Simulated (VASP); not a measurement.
# GeW (CsCl type) (Pm-3m) in VASP: notebook

The runs below take GeW (CsCl type) through single point, relaxation of cell and atoms, with PBE.

Program: VASP 6.6.1. These are calculated values, not measurements. Logs are shortened: lines on timing, memory, paths and dates and some standing lists are left out, and cuts for length are marked.

## Step 1: The cell of the first run

The structure is cubic, space group Pm-3m (No. 221). Conventional cell: a = 3.135 Å, b = 3.135 Å, c = 3.135 Å, α = 90.00°, β = 90.00°, γ = 90.00°. W (site symmetry m-3m) has 8 Ge at 2.71 Å and 6 W at 3.13 Å within 3.6 Å. Ge (site symmetry m-3m) has 8 W at 2.71 Å and 6 Ge at 3.13 Å within 3.6 Å.

## Step 2: Single point, PBE

The input, INCAR:

```
SYSTEM = GeW
PREC = Accurate
ENCUT = 520
EDIFF = 1E-6
ISMEAR = -1
SIGMA = 0.05
LREAL = .False.
LASPH = .True.
NELM = 60
ALGO = Normal
ISIF = 2
LWAVE = .False.
LCHARG = .False.
GGA = PE
NBANDS = 21
```

The input, KPOINTS:

```
regular mesh
0
Gamma
  14 14 14
  0 0 0
```

The input, POSCAR:

```
GeW
1.0
    3.1346558350      0.0000000000      0.0000000000
    0.0000000000      3.1346558350      0.0000000000
    0.0000000000      0.0000000000      3.1346558350
W Ge
1 1
Direct
    0.0000000000      0.0000000000      0.0000000000
    0.5000000000      0.5000000000      0.5000000000
```

Potentials or basis: VASP PAW PBE potentials, release 64 (W_sv, Ge_d).

Run with:

```bash
> cat potpaw_PBE.64/W_sv/POTCAR potpaw_PBE.64/Ge_d/POTCAR > POTCAR
> mpirun -np 1 vasp_std > vasp.out
```

OUTCAR:

```text
SYSTEM = GeW
   PREC = Accurate
   ENCUT = 520
   EDIFF = 1E-6
   ISMEAR = -1
   LREAL = .False.
   LASPH = .True.
   NELM = 60
   ISIF = 2
   GGA = PE

 ion  position               nearest neighbor table
   1  0.000  0.000  0.000-   2 2.71   2 2.71   2 2.71   2 2.71   2 2.71   2 2.71   2 2.71   2 2.71

   2  0.500  0.500  0.500-   1 2.71   1 2.71   1 2.71   1 2.71   1 2.71   1 2.71   1 2.71   1 2.71

  LATTYP: Found a simple cubic cell.
 ALAT       =     3.1346558350

  Lattice vectors:

 A1 = (   3.1346558350,   0.0000000000,   0.0000000000)
 A2 = (   0.0000000000,   3.1346558350,   0.0000000000)
 A3 = (   0.0000000000,   0.0000000000,   3.1346558350)

Analysis of symmetry for initial positions (statically):
=====================================================================
 Subroutine PRICEL returns:
 Original cell was already a primitive cell.

 Routine SETGRP: Setting up the symmetry group for a
 simple cubic supercell.

 Subroutine GETGRP returns: Found 48 space group operations
 (whereof 48 operations were pure point group operations)
 out of a pool of 48 trial point group operations.

The static configuration has the point symmetry O_h .

Analysis of symmetry for dynamics (positions and initial velocities):
=====================================================================
 Subroutine PRICEL returns:
 Original cell was already a primitive cell.

 Routine SETGRP: Setting up the symmetry group for a
 simple cubic supercell.

 Subroutine GETGRP returns: Found 48 space group operations
 (whereof 48 operations were pure point group operations)
 out of a pool of 48 trial point group operations.

The dynamic configuration has the point symmetry O_h .

 Subroutine INISYM returns: Found 48 space group operations
 (whereof 48 operations are pure point group operations),
 and found     1 'primitive' translations

----------------------------------------------------------------------------------------

                                     Primitive cell

  volume of cell :      30.8013

  direct lattice vectors                    reciprocal lattice vectors
     3.134655835  0.000000000  0.000000000     0.319014288  0.000000000  0.000000000
     0.000000000  3.134655835  0.000000000     0.000000000  0.319014288  0.000000000
     0.000000000  0.000000000  3.134655835     0.000000000  0.000000000  0.319014288

  length of vectors
[... 78 lines left out ...]
   LSORBIT =      F    spin-orbit coupling
   LASPH  =      T    aspherical Exc in radial PAW
   ENCUT  =  520.0 eV  38.22 Ry    6.18 a.u.   5.83  5.83  5.83*2*pi/ulx,y,z
   NELM   =     60;   NELMIN=  2; NELMDL= -5     # of ELM steps
   EDIFF  = 0.1E-05   stopping-criterion for ELM
   LREAL  =      F    real-space projection
   EDIFFG = 0.1E-04   stopping-criterion for IOM
   NSW    =      0    number of steps for IOM
   IBRION =     -1    ionic relax: 0-MD 1-quasi-New 2-CG
   NFREE  =      0    steps in history (QN), initial steepest desc. (CG)
   ISIF   =      2    stress and relaxation
   ISYM   =      2    0-nonsym 1-usesym 2-fastsym
   POTIM  = 0.5000    time-step for ionic-motion
   TEBEG  =    0.0;   TEEND  =   0.0 temperature during run
   PSTRESS=    0.0 pullay stress
   NELECT =      28.0000    total number of electrons
   NUPDOWN=      -1.0000    fix difference up-down
   EMIN   =  10.00;   EMAX   =-10.00  energy-range for DOS
   EFERMI =   0.00;   METHOD = LEGACY
   ISMEAR =    -1;   SIGMA  =   0.05  broadening in eV -4-tet -1-fermi 0-gaus
   EFERMI_NEDOS =   21; number of points for ismear=-14 and -15
   IALGO  =     38    algorithm
   IMIX   =      4    mixing-type and parameters
     AMIX     =   0.40;   BMIX     =  1.00
     AMIX_MAG =   1.60;   BMIX_MAG =  1.00
  volume/ion in A,a.u.               =      15.40       103.93
  Fermi-wavevector in a.u.,A,eV,Ry     =   1.585882  2.996883 34.218965  2.515023
  Thomas-Fermi vector in A             =   2.685279
   LORBIT       =      0    0 simple, 1 ext, 2 COOP (PROOUT), +10 PAW based schemes
   GGA     = PE    functional components
   LHFCALC =     F    Hartree Fock is set to
   AEXX    =    0.0000 exact exchange contribution
   IVDW    =     0    specifies the selected vdW correction
   LEPSILON=     F    determine dielectric tensor
   LRPA    =     F    only Hartree local field effects (RPA)
 non-spin polarized calculation
  energy-cutoff  :      520.00
  volume of cell :       30.80
 maximum number of plane-waves:       852
 NGX is ok and might be reduce to    24
   NGX = 11   NGY = 11   NGZ = 11

 number of electron      28.0000031 magnetization

 Free energy of the ion-electron system (eV)
  ---------------------------------------------------
  ext. energy  EPLUGINS =         0.00000000
  ---------------------------------------------------
  free energy    TOTEN  =       -16.63920007 eV

  energy without entropy =      -16.62265821  energy(sigma->0) =      -16.63092914

 E-fermi :  10.2774     XC(G=0): -13.1103

 val. band max:       10.2761612542   @ k =   0.4286   0.2143   0.2143
 cond. band min:      10.2828745654   @ k =   0.5000   0.5000   0.0714
 fundamental gap:      0.0067133112
 Fermi energy:        10.2774135841

 k-point     1 :       0.0000    0.0000    0.0000
  band No.  band energies     occupation
      1     -63.7614      2.00000
      2     -27.8756      2.00000
      3     -27.8756      2.00000
      4     -27.8756      2.00000
      5     -14.0910      2.00000
      6     -14.0910      2.00000
[... 565 lines left out ...]
     20      20.4569      0.00000
     21      23.4474      0.00000

 [... further k-points ...]

------------------------ aborting loop because EDIFF is reached ----------------------------------------

  FORCE on cell =-STRESS in cart. coord.  units (eV):
  Direction    XX          YY          ZZ          XY          YZ          ZX
  --------------------------------------------------------------------------------------
  -------------------------------------------------------------------------------------
  Total        0.0583542      0.0583542      0.0583542      0.0000000      0.0000000     -0.0000000
  in kB        3.0353799      3.0353799      3.0353799      0.0000000      0.0000000     -0.0000000
  external PRESSURE =       3.0353799 kB  Pullay stress =       0.0000000 kB

 VOLUME and BASIS-vectors are now :
 -----------------------------------------------------------------------------
  energy-cutoff  :      520.00
  volume of cell :       30.80
      direct lattice vectors                 reciprocal lattice vectors
     3.134655835  0.000000000  0.000000000     0.319014288  0.000000000  0.000000000
     0.000000000  3.134655835  0.000000000     0.000000000  0.319014288  0.000000000
     0.000000000  0.000000000  3.134655835     0.000000000  0.000000000  0.319014288

 POSITION                                       TOTAL-FORCE (eV/Angst)
 -----------------------------------------------------------------------------------
      0.00000      0.00000      0.00000         0.000000      0.000000      0.000000
      1.56733      1.56733      1.56733         0.000000      0.000000      0.000000
 -----------------------------------------------------------------------------------
    total drift:                                0.000000      0.000000     -0.000000

  FREE ENERGIE OF THE ION-ELECTRON SYSTEM (eV)
  ---------------------------------------------------
  free  energy   TOTEN  =       -16.6392000699 eV

  energy  without entropy=      -16.6226582103  energy(sigma->0) =      -16.63092914
```

OSZICAR:

```text
N       E                     dE             d eps       ncg     rms          rms(c)
DAV:   1     0.210342703281E+03    0.21034E+03   -0.13955E+04  5939   0.310E+03
DAV:   2     0.123470502107E+01   -0.20911E+03   -0.20210E+03  5235   0.607E+02
DAV:   3    -0.172263373560E+02   -0.18461E+02   -0.18116E+02  5595   0.119E+02
DAV:   4    -0.175779923770E+02   -0.35166E+00   -0.35101E+00  5606   0.170E+01
DAV:   5    -0.175821631769E+02   -0.41708E-02   -0.41706E-02  5659   0.218E+00    0.185E+01
DAV:   6    -0.167081869589E+02    0.87398E+00   -0.21494E+00  5962   0.111E+01    0.529E+00
DAV:   7    -0.166558847551E+02    0.52302E-01   -0.88041E-02  6543   0.451E+00    0.262E+00
DAV:   8    -0.166399668564E+02    0.15918E-01   -0.24567E-02  6687   0.169E+00    0.187E-01
DAV:   9    -0.166392215553E+02    0.74530E-03   -0.24073E-03  5854   0.859E-01    0.580E-02
DAV:  10    -0.166391988724E+02    0.22683E-04   -0.57501E-05  6263   0.785E-02    0.325E-02
DAV:  11    -0.166392000857E+02   -0.12133E-05   -0.26329E-05  6531   0.804E-02    0.117E-02
DAV:  12    -0.166392000699E+02    0.15820E-07   -0.11502E-06  3560   0.140E-02
   1 F= -.16639200E+02 E0= -.16630929E+02  d E =-.165419E-01
```

Wall time 54 s (1 thread of Intel Xeon 8259CL, shared host); peak memory 0.2 GiB.

What came out:

| Property | Result |
| --- | --- |
| Free energy | -16.6392 eV |
| Pressure | 0.3 GPa |
| Band gap on the k mesh | zero (bands 14 and 15 overlap by 4.23 eV) |

Caveat: spin-orbit coupling is left out, which moves the levels of the heavy elements.

## Step 3: Relaxation of cell and atoms, PBE

This run uses another cell than the first one, of 13.87 Å³/atom.

The input, INCAR:

```
SYSTEM = GeW
PREC = Accurate
ENCUT = 600
EDIFF = 1E-7
ISMEAR = -1
SIGMA = 0.05
LREAL = .FALSE.
LASPH = .TRUE.
NELM = 100
ALGO = Normal
ISIF = 3
LWAVE = .FALSE.
LCHARG = .FALSE.
GGA = PE
IBRION = 2
NSW = 60
EDIFFG = -0.005
```

The input, KPOINTS:

```
Automatic mesh
0
G
  14 14 14
  0 0 0
```

The input, POSCAR:

```
GeW
1.0
    3.0268907720      0.0000000000      0.0000000000
    0.0000000000      3.0268907720      0.0000000000
    0.0000000000      0.0000000000      3.0268907720
W Ge
1 1
Direct
    0.0000000000      0.0000000000      0.0000000000
    0.5000000000      0.5000000000      0.5000000000
```

Potentials or basis: VASP PAW PBE potentials, release 64 (W_sv, Ge_d).

Run with:

```bash
> cat potpaw_PBE.64/W_sv/POTCAR potpaw_PBE.64/Ge_d/POTCAR > POTCAR
> mpirun -np 1 vasp_std > vasp.out
```

Run time: 7.2 min. Hardware: 1 thread of Intel Xeon 8259CL, shared host; peak memory 0.21 GiB.

Results (log left out):

```yaml
Free_energy: -16.6388 eV
Relaxed_volume: 15.43 Å³/atom
Relaxed_cell: a = 3.137 Å, b = 3.137 Å, c = 3.137 Å, α = 90.00°, β = 90.00°, γ = 90.00°
Space_group_after_relaxing_to_0.1_Å: Pm-3m (No. 221)
Energy_gained_by_relaxing: 124.0 meV/atom
Ionic_steps: 19
Pressure_after_relaxing: 0.0 GPa
Band_gap_on_the_k_mesh: zero (bands 14 and 15 overlap by 4.22 eV)
```

Step by step:
```csv
step,energy change (eV),largest force (eV/Å),pressure (GPa),volume (Å³)
1,0.0000,0.0000,28.01,27.73
2,0.5876,0.0000,-27.77,38.65
3,-0.2468,0.0000,-1.62,31.10
4,-0.2480,0.0000,-0.23,30.89
5,-0.2480,0.0000,0.24,30.83
6,-0.2480,0.0000,0.22,30.83
7,-0.2480,0.0000,0.21,30.83
8,-0.2480,0.0000,0.20,30.83
9,-0.2480,0.0000,0.20,30.83
10,-0.2480,0.0000,0.20,30.83
11,-0.2480,0.0000,0.21,30.83
12,-0.2480,0.0000,0.21,30.83
13,-0.2480,0.0000,0.19,30.83
14,-0.2480,0.0000,0.16,30.83
15,-0.2480,0.0000,0.17,30.84
16,-0.2481,0.0000,0.12,30.84
17,-0.2481,0.0000,0.05,30.85
18,-0.2481,0.0000,-0.09,30.87
19,-0.2481,0.0000,0.00,30.86
```

Final structure:
```
W Ge
1.0
     3.13662    0.00000    0.00000
     0.00000    3.13662    0.00000
     0.00000    0.00000    3.13662
W Ge
1 1
Direct
  0.00000 0.00000 0.00000
  0.50000 0.50000 0.50000
```

Levels at points of the mesh, in eV from the Fermi level:
| k point | band 12 | band 13 | band 14 | band 15 | band 16 | band 17 |
| --- | --- | --- | --- | --- | --- | --- |
| (0.00, 0.00, 0.00) | -3.28 | 1.56 | 1.56 | 1.56 | 2.23 | 2.23 |
| (0.50, 0.00, 0.00) | -2.50 | -1.84 | -1.84 | 1.80 | 3.32 | 7.01 |
| (0.50, 0.50, 0.00) | -3.67 | -3.32 | -0.22 | -0.22 | 3.38 | 3.73 |
| (0.50, 0.50, 0.50) | -5.80 | -5.26 | 3.53 | 3.53 | 3.58 | 3.58 |

Caveat: spin-orbit coupling is left out, which moves the levels of the heavy elements.
